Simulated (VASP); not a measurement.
# HC12 in VASP: notebook

HC12 is run at these levels: PBE+D3(BJ); tasks: single point.

All numbers are computed with VASP 6.6.1; they aren't measurements. Logs are shortened: lines on timing, memory, paths and dates and some standing lists are left out, and cuts for length are marked.

### Step 1. The cell of the first run

The cell holds a slab with vacuum, 13 atoms: a = 4.931 Å, b = 4.010 Å, c = 21.601 Å, α = 90.00°, β = 90.00°, γ = 90.00°.

### Step 2. Single point, PBE+D3(BJ), collinear spin

The input, INCAR:

```
  ALGO = Normal
  DIPOL = 0.5 0.5 0.302
  EDIFF = 1E-7
  ENCUT = 520
  GGA = PE
  IDIPOL = 3
  ISIF = 2
  ISMEAR = 0
  ISPIN = 2
  IVDW = 12
  KPAR = 4
  LASPH = T
  LCHARG = F
  LDIPOL = T
  LORBIT = 11
  LREAL = F
  LWAVE = F
  MAGMOM = 0 0 0 0 0 0 0 0 0 0 0 0 1
  NBANDS = 40
  NELM = 150
  PREC = Accurate
  SIGMA = 0.05
```

The input, KPOINTS:

```
k-points
0
Gamma
  6 7 1
```

The input, POSCAR:

```
HC12
1.0
    4.9311586502      0.0000000000      0.0000000000
    0.0000000000      4.0098697767      0.0000000000
    0.0000000000      0.0000000000     21.6014232414
C H
12 1
Direct
    0.2500000000      0.3776970832      0.1851729840
    0.7500000000      0.3776970832      0.1851729840
    0.0000000000      0.4720802753      0.2130426460
    0.5000000000      0.4720802753      0.2130426460
    0.0000000000      0.6609562027      0.2688143161
    0.5000000000      0.6609562027      0.2688143161
    0.2500000000      0.7503681903      0.2962457608
    0.7500000000      0.7503681903      0.2962457608
    0.2500000000      0.9412921293      0.3552728042
    0.7500000000      0.9412921293      0.3552728042
    0.0000000000      0.0234303656      0.3796705036
    0.5000000000      0.0234303656      0.3796705036
    0.0833333333      0.8567636989      0.5231795662
```

Potentials or basis: VASP PAW PBE potentials, release 64 (C, H).

Started as:

```bash
cat potpaw_PBE.64/C/POTCAR potpaw_PBE.64/H/POTCAR > POTCAR
mpirun -np 4 vasp_std > vasp.out
```

OUTCAR:

```text
EDIFF = 1E-7
   ENCUT = 520
   GGA = PE
   ISIF = 2
   ISMEAR = 0
   ISPIN = 2
   IVDW = 12
   LASPH = T
   LORBIT = 11
   LREAL = F
   NELM = 150
   PREC = Accurate
 IVDW          = 12

 ion  position               nearest neighbor table
   1  0.250  0.378  0.185-   3 1.42   4 1.42
   2  0.750  0.378  0.185-   3 1.42   4 1.42
   3  0.000  0.472  0.213-   5 1.42   2 1.42   1 1.42
   4  0.500  0.472  0.213-   6 1.42   2 1.42   1 1.42
   5  0.000  0.661  0.269-   7 1.41   8 1.41   3 1.42
   6  0.500  0.661  0.269-   7 1.41   8 1.41   4 1.42
   7  0.250  0.750  0.296-   5 1.41   6 1.41   9 1.49
   8  0.750  0.750  0.296-   5 1.41   6 1.41  10 1.49
   9  0.250  0.941  0.355-  11 1.38  12 1.38   7 1.49
  10  0.750  0.941  0.355-  11 1.38  12 1.38   8 1.49
  11  0.000  0.023  0.380-   9 1.38  10 1.38
  12  0.500  0.023  0.380-   9 1.38  10 1.38
  13  0.083  0.857  0.523-

  LATTYP: Found a simple orthorhombic cell.
 ALAT       =     4.0098697767
 B/A-ratio  =     1.2297553100
 C/A-ratio  =     5.3870635318

  Lattice vectors:

 A1 = (   0.0000000000,  -4.0098697767,   0.0000000000)
 A2 = (   4.9311586502,   0.0000000000,   0.0000000000)
 A3 = (   0.0000000000,   0.0000000000,  21.6014232414)

Analysis of symmetry for initial positions (statically):
=====================================================================
 Subroutine PRICEL returns:
 Original cell was already a primitive cell.

 Routine SETGRP: Setting up the symmetry group for a
 simple orthorhombic supercell.

 Subroutine GETGRP returns: Found  1 space group operations
 (whereof  1 operations were pure point group operations)
 out of a pool of  8 trial point group operations.

The static configuration has the point symmetry C_1 .

Analysis of symmetry for dynamics (positions and initial velocities):
=====================================================================
 Subroutine PRICEL returns:
 Original cell was already a primitive cell.

 Routine SETGRP: Setting up the symmetry group for a
 simple orthorhombic supercell.

 Subroutine GETGRP returns: Found  1 space group operations
 (whereof  1 operations were pure point group operations)
 out of a pool of  8 trial point group operations.

The dynamic configuration has the point symmetry C_1 .

Analysis of structural, dynamic, and magnetic symmetry:
=====================================================================
 Subroutine PRICEL returns:
 Original cell was already a primitive cell.

 Routine SETGRP: Setting up the symmetry group for a
 simple orthorhombic supercell.

 Subroutine GETGRP returns: Found  1 space group operations
 (whereof  1 operations were pure point group operations)
 out of a pool of  8 trial point group operations.

The overall configuration has the point symmetry C_1 .

 Subroutine INISYM returns: Found  1 space group operations
 (whereof  1 operations are pure point group operations),
 and found     1 'primitive' translations

----------------------------------------------------------------------------------------

                                     Primitive cell

  volume of cell :     427.1315

  direct lattice vectors                    reciprocal lattice vectors
     4.931158650  0.000000000  0.000000000     0.202792096  0.000000000  0.000000000
     0.000000000  4.009869777  0.000000000     0.000000000  0.249384657  0.000000000
     0.000000000  0.000000000 21.601423241     0.000000000  0.000000000  0.046293246

  length of vectors
     4.931158650  4.009869777 21.601423241     0.202792096  0.249384657  0.046293246

  position of ions in fractional coordinates (direct lattice)
     0.250000000  0.377697083  0.185172984
     0.750000000  0.377697083  0.185172984
     0.000000000  0.472080275  0.213042646
     0.500000000  0.472080275  0.213042646
     0.000000000  0.660956203  0.268814316
     0.500000000  0.660956203  0.268814316
     0.250000000  0.750368190  0.296245761
     0.750000000  0.750368190  0.296245761
     0.250000000  0.941292129  0.355272804
     0.750000000  0.941292129  0.355272804
     0.000000000  0.023430366  0.379670504
     0.500000000  0.023430366  0.379670504
     0.083333333  0.856763699  0.523179566

  ion indices of the primitive-cell ions
   primitive index   ion index
                 1           1
[... 42 lines left out ...]
  0.166667  0.000000  0.000000      2.000000
  0.333333  0.000000  0.000000      2.000000
  0.500000  0.000000  0.000000      1.000000
  0.000000  0.142857  0.000000      2.000000
  0.166667  0.142857  0.000000      2.000000
[... 14 lines left out ...]
 -0.333333  0.428571  0.000000      2.000000
  0.500000  0.428571  0.000000      2.000000
   k-points           NKPTS =     22   k-points in BZ     NKDIM =     22   number of bands    NBANDS=     40
   number of dos      NEDOS =    301   number of ions     NIONS =     13
   total plane-waves  NPLWV = 194400
   dimension x,y,z NGX =    40 NGY =   30 NGZ =  162
   dimension x,y,z NGXF=    80 NGYF=   60 NGZF=  324
   ions per type =              12   1
   NGX,Y,Z   is equivalent  to a cutoff of  13.49, 12.44, 12.47 a.u.
   NGXF,Y,Z  is equivalent  to a cutoff of  26.97, 24.88, 24.94 a.u.
 SYSTEM =  unknown system
   PREC   = accura    normal or accurate (medium, high low for compatibility)
   ISTART =      0    job   : 0-new  1-cont  2-samecut
   ICHARG =      2    charge: 1-file 2-atom 10-const
   ISPIN  =      2    spin polarized calculation?
   LNONCOLLINEAR =      F non collinear calculations
   LSORBIT =      F    spin-orbit coupling
   LASPH  =      T    aspherical Exc in radial PAW
   ENCUT  =  520.0 eV  38.22 Ry    6.18 a.u.   9.17  7.46 40.16*2*pi/ulx,y,z
   NELM   =    150;   NELMIN=  2; NELMDL= -5     # of ELM steps
   EDIFF  = 0.1E-06   stopping-criterion for ELM
   LREAL  =      F    real-space projection
   EDIFFG = 0.1E-05   stopping-criterion for IOM
   NSW    =      0    number of steps for IOM
   IBRION =     -1    ionic relax: 0-MD 1-quasi-New 2-CG
   NFREE  =      0    steps in history (QN), initial steepest desc. (CG)
   ISIF   =      2    stress and relaxation
   ISYM   =      2    0-nonsym 1-usesym 2-fastsym
   POTIM  = 0.5000    time-step for ionic-motion
   TEBEG  =    0.0;   TEEND  =   0.0 temperature during run
   PSTRESS=    0.0 pullay stress
   NELECT =      49.0000    total number of electrons
   NUPDOWN=      -1.0000    fix difference up-down
   EMIN   =  10.00;   EMAX   =-10.00  energy-range for DOS
   EFERMI =   0.00;   METHOD = LEGACY
   ISMEAR =     0;   SIGMA  =   0.05  broadening in eV -4-tet -1-fermi 0-gaus
   EFERMI_NEDOS =   21; number of points for ismear=-14 and -15
   IALGO  =     38    algorithm
   IMIX   =      4    mixing-type and parameters
     AMIX     =   0.40;   BMIX     =  1.00
     AMIX_MAG =   1.60;   BMIX_MAG =  1.00
  volume/ion in A,a.u.               =      32.86       221.73
  Fermi-wavevector in a.u.,A,eV,Ry     =   0.795462  1.503206  8.609228  0.632760
  Thomas-Fermi vector in A             =   1.901795
   LORBIT       =     11    0 simple, 1 ext, 2 COOP (PROOUT), +10 PAW based schemes
   GGA     = PE    functional components
   LHFCALC =     F    Hartree Fock is set to
   AEXX    =    0.0000 exact exchange contribution
   IVDW    =    12    specifies the selected vdW correction
   LEPSILON=     F    determine dielectric tensor
   LRPA    =     F    only Hartree local field effects (RPA)
 spin polarized calculation
 Gauss-broadening in eV      SIGMA  =   0.05
  energy-cutoff  :      520.00
  volume of cell :      427.13
 maximum number of plane-waves:     11558
 NGX is ok and might be reduce to    40
   NGX = 19   NGY = 15   NGZ = 81

 dipolmoment           0.000000      0.000000      0.124241 electrons x Angstroem

 number of electron      49.0000007 magnetization       1.0526461

 dipolmoment           0.000000      0.000000     -0.048453 electrons x Angstroem

 Free energy of the ion-electron system (eV)
  ---------------------------------------------------
  ext. energy  EPLUGINS =         0.00000000
  ---------------------------------------------------
  free energy    TOTEN  =       -99.30853557 eV

  energy without entropy =      -99.29530761  energy(sigma->0) =      -99.30192159

 E-fermi :  -3.2674     XC(G=0):  -3.5507

 val. band max:       -3.2697949550   @ k =   0.1667   0.1429   0.0000
 cond. band min:      -3.2672007975   @ k =   0.1667   0.4286   0.0000
 fundamental gap:      0.0025941575
 Fermi energy:        -3.2673796534

 spin component 1

 k-point     1 :       0.0000    0.0000    0.0000
  band No.  band energies     occupation
      1     -22.1393      1.00000
      2     -20.4129      1.00000
      3     -18.0583      1.00000
      4     -17.9769      1.00000
      5     -17.8495      1.00000
      6     -16.1615      1.00000
[... 847 lines left out ...]
     35       4.4381      0.00000
     36       4.8969      0.00000
 Fermi energy:        -3.2673796534

 spin component 2

 k-point     1 :       0.0000    0.0000    0.0000
  band No.  band energies     occupation
      1     -22.1457      1.00000
      2     -20.4288      1.00000
      3     -18.0270      1.00000
      4     -17.9364      1.00000
      5     -17.8988      1.00000
      6     -16.3322      1.00000
[... 847 lines left out ...]
     35       4.8138      0.00000
     36       5.1735      0.00000
 [bands above 36 left out]

------------------------ aborting loop because EDIFF is reached ----------------------------------------

 vacuum level on the upper side and lower side of the slab       (xc-potential included)        -0.216         0.217

 Edisp (eV)   -1.31440

 E8    (eV) :    -0.3897

  FORCE on cell =-STRESS in cart. coord.  units (eV):
  Direction    XX          YY          ZZ          XY          YZ          ZX
  --------------------------------------------------------------------------------------
  -------------------------------------------------------------------------------------
  Total      -0.62051     0.13952     0.82685     0.13642     0.75426     0.17239
  in kB      -2.32754     0.52335     3.10154     0.51170     2.82924     0.64662
  external pressure =        0.43 kB  Pullay stress =        0.00 kB

 VOLUME and BASIS-vectors are now :
 -----------------------------------------------------------------------------
  energy-cutoff  :      520.00
  volume of cell :      427.13
      direct lattice vectors                 reciprocal lattice vectors
     4.931158650  0.000000000  0.000000000     0.202792096  0.000000000  0.000000000
     0.000000000  4.009869777  0.000000000     0.000000000  0.249384657  0.000000000
     0.000000000  0.000000000 21.601423241     0.000000000  0.000000000  0.046293246

 POSITION                                       TOTAL-FORCE (eV/Angst)
 -----------------------------------------------------------------------------------
      1.23279      1.51452      4.00000        -0.101713      0.323400      0.752139
      3.69837      1.51452      4.00000         0.020933      1.343247      2.103591
      0.00000      1.89298      4.60202         0.302623     -1.495060     -2.677429
      2.46558      1.89298      4.60202        -0.259882     -1.492745     -2.614051
      0.00000      2.65035      5.80677        -0.189306      0.553811      1.110882
      2.46558      2.65035      5.80677         0.212499      0.570406      1.085329
      1.23279      3.00888      6.39933        -0.143635      0.218010      0.280804
      3.69837      3.00888      6.39933         0.127859      0.156993      0.244766
      1.23279      3.77446      7.67440         0.173042     -0.339343     -0.484187
      3.69837      3.77446      7.67440        -0.251296     -0.197928     -0.306781
      0.00000      0.09395      8.20142         0.009202     -0.066869     -0.021892
      2.46558      0.09395      8.20142         0.108536      0.395075      0.636798
      0.41093      3.43551     11.30142        -0.008862      0.031005     -0.109969
 -----------------------------------------------------------------------------------
    total drift:                                0.000004     -0.000022     -0.000259

  FREE ENERGIE OF THE ION-ELECTRON SYSTEM (eV)
  ---------------------------------------------------
  free  energy   TOTEN  =      -100.6229398338 eV

  energy  without entropy=     -100.6097118757  energy(sigma->0) =     -100.61632585

 vacuum level on the upper side and lower side of the slab         2.365         2.811

 total charge

# of ion       s       p       d       tot
------------------------------------------
    1        0.900   1.543   0.000   2.443
    2        0.888   1.532   0.000   2.420
    3        0.869   1.765   0.000   2.633
    4        0.866   1.767   0.000   2.634
    5        0.874   1.781   0.000   2.655
    6        0.871   1.784   0.000   2.655
    7        0.865   1.745   0.000   2.610
    8        0.870   1.738   0.000   2.609
    9        0.868   1.784   0.000   2.652
   10        0.871   1.781   0.000   2.652
   11        0.903   1.599   0.000   2.502
   12        0.907   1.610   0.000   2.516
   13        0.375   0.000   0.000   0.375
--------------------------------------------------
tot         10.928  20.429   0.000  31.356

 magnetization (x)

# of ion       s       p       d       tot
------------------------------------------
    1        0.001  -0.002   0.000  -0.002
    2        0.083   0.396   0.000   0.480
    3        0.001   0.001   0.000   0.002
    4        0.002  -0.000   0.000   0.002
    5        0.005   0.031   0.000   0.036
    6        0.004   0.022   0.000   0.026
    7       -0.006  -0.028   0.000  -0.034
    8       -0.007  -0.036   0.000  -0.042
    9       -0.003   0.008   0.000   0.004
   10       -0.002   0.006   0.000   0.004
   11       -0.056  -0.355   0.000  -0.411
   12       -0.004  -0.016   0.000  -0.021
   13        0.374  -0.000   0.000   0.374
--------------------------------------------------
tot          0.393   0.025   0.000   0.418
```

It took 18 min on 4 MPI ranks of Oxide Virtual Turin-like, shared host; peak memory 0.96 GiB.

Results:

- Free energy: -100.6229 eV
- Largest force: 3.081 eV/Å
- Net moment: 1.05 μB per cell
- Site moments: C -0.00, +0.48, +0.00, +0.04, +0.03, -0.03, -0.04, -0.41, -0.02 (each value once); H +0.37 μB
- Valence electrons inside the program's atomic spheres: C 2.44, 2.42, 2.63, 2.65, 2.61, 2.50, 2.52 (each value once); H 0.38
- Dispersion energy per atom: -0.101 eV

Forces in eV/Å, atoms in the order of the input:
```
C   -0.102  0.323  0.752
C    0.021  1.343  2.104
C    0.303 -1.495 -2.677
C   -0.260 -1.493 -2.614
C   -0.189  0.554  1.111
C    0.212  0.570  1.085
C   -0.144  0.218  0.281
C    0.128  0.157  0.245
C    0.173 -0.339 -0.484
C   -0.251 -0.198 -0.307
C    0.009 -0.067 -0.022
C    0.109  0.395  0.637
H   -0.009  0.031 -0.110
```

Caveat: a moment this small can come from the mesh or the smearing.

### Step 3. Single point, PBE+D3(BJ), collinear spin

The input, INCAR:

```
ALGO     = Normal         # electronic algorithm
DIPOL    = 0.5 0.5 0.302
EDIFF    = 1E-6           # SCF threshold, eV
ENCUT    = 520            # plane-wave cutoff, eV
GGA      = PE             # functional
IDIPOL   = 3            
ISIF     = 2              # what is computed and relaxed
ISMEAR   = 0              # smearing method
ISPIN    = 2              # spin polarisation
IVDW     = 12             # dispersion correction
KPAR     = 4            
LASPH    = T              # aspherical terms in the spheres
LCHARG   = T              # write CHGCAR
LDIPOL   = T            
LORBIT   = 11             # projections on sites
LREAL    = F              # projectors in reciprocal space
LVACPOTAV= T            
LVHAR    = T            
LWAVE    = F              # write WAVECAR
MAGMOM   = 0 0 0 0 0 0 0 0 0 0 0 0 1 # initial moments
NBANDS   = 40             # bands
NELM     = 150            # most SCF steps
PREC     = Accurate       # precision mode
SIGMA    = 0.05           # smearing width, eV
```

KPOINTS is that of step 2.

POSCAR: that of step 2 with these lines changed.

```diff
@@ -20,2 +20,2 @@
     0.5000000000      0.0234303656      0.3796705036
-    0.0833333333      0.8567636989      0.5231795662
+    0.1666666667      0.1900970322      0.5231795662
```

Potentials or basis: VASP PAW PBE potentials, release 64 (C, H).

Started as:

```bash
cat potpaw_PBE.64/C/POTCAR potpaw_PBE.64/H/POTCAR > POTCAR
mpirun -np 4 vasp_std > vasp.out
```

Wall time 19 min (4 MPI ranks of Oxide Virtual Turin-like, shared host); peak memory 0.98 GiB.

The run converged. Its results:

```
Free energy                                           : -100.6312 eV
Largest force                                         : 3.076 eV/Å
Net moment                                            : 1.06 μB per cell
Site moments                                          : C -0.00, +0.48, +0.00, +0.04, +0.03, -0.03, -0.04, -0.41, -0.02 (each value once); H +0.37 μB
Valence electrons inside the program's atomic spheres : C 2.44, 2.42, 2.63, 2.65, 2.61, 2.50, 2.52 (each value once); H 0.37
Dispersion energy per atom                            : -0.101 eV
```

Forces on the atoms (eV/Å):
```
C   -0.102  0.322  0.755
C    0.023  1.344  2.101
C    0.301 -1.491 -2.673
C   -0.260 -1.491 -2.616
C   -0.192  0.552  1.106
C    0.214  0.568  1.082
C   -0.142  0.216  0.290
C    0.128  0.153  0.251
C    0.166 -0.338 -0.480
C   -0.241 -0.201 -0.308
C    0.018 -0.016 -0.015
C    0.105  0.400  0.641
H   -0.017 -0.017 -0.134
```

Levels at points of the mesh, in eV from the Fermi level:
Spin up:
```csv
k point,band 23,band 24,band 25,band 26,band 27,band 28
"(0.00, 0.00, 0.00)",-1.77,-0.39,-0.09,0.63,0.75,0.82
"(0.50, 0.00, 0.00)",-2.03,-1.85,-0.12,-0.04,0.71,2.64
```
Spin down:
| k point | band 21 | band 22 | band 23 | band 24 | band 25 | band 26 | band 27 | band 28 |
| --- | --- | --- | --- | --- | --- | --- | --- | --- |
| (0.00, 0.00, 0.00) | -1.79 | -1.60 | -0.49 | -0.05 | 0.47 | 0.65 | 1.10 | 1.99 |
| (0.50, 0.00, 0.00) | -2.21 | -2.10 | -1.34 | -0.17 | -0.09 | 0.60 | 2.75 | 2.89 |

Caveat: a moment this small can come from the mesh or the smearing.
